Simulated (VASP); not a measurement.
Crystal: IrPt2.

```
Ir Pt
1.0
     0.00000    2.81238    2.81238
     2.81238    0.00000    2.81238
     2.81238    2.81238    0.00000
Ir Pt
1 2
Direct
  0.25000 0.25000 0.25000
  0.50000 0.50000 0.50000
  0.75000 0.75000 0.75000
```

```yaml
Program: VASP 6.6.1
Task: relaxation of cell and atoms
Functional: PBE
Potentials_or_basis: VASP PAW PBE potentials, release 64 (Ir, Pt)
Cutoff: 500 eV
k_mesh: 6 × 6 × 6
Occupations: gaussian, width 0.2 eV
Spin: no spin polarisation
```

At the start: pressure 69.7 GPa; volume 14.83 Å³/atom.

Task: How do energy, volume and symmetry change on relaxing?

Result: Over 5 steps the energy falls by 580.0 meV/atom and the volume is 18.08 Å³/atom (+21.9 %); space group F-43m (No. 216, to 0.05 Å).

Step by step:
```
step  energy change (eV)  largest force (eV/Å)  pressure (GPa)  volume (Å³)
   1              0.0000                0.0000           69.73        44.49
   2              4.9724                0.0000          -23.04       100.32
   3             -1.6258                0.0000          -10.42        57.60
   4             -1.7282                0.0000           -3.66        55.32
   5             -1.7401                0.0000            0.20        54.25
```

Final structure:
```
Ir Pt
1.0
     0.00000    3.00470    3.00470
     3.00470    0.00000    3.00470
     3.00470    3.00470    0.00000
Ir Pt
1 2
Direct
  0.25000 0.25000 0.25000
  0.50000 0.50000 0.50000
  0.75000 0.75000 0.75000
```

Caveat: the volume moved by over 15 % at a fixed basis, so the end points are rough.
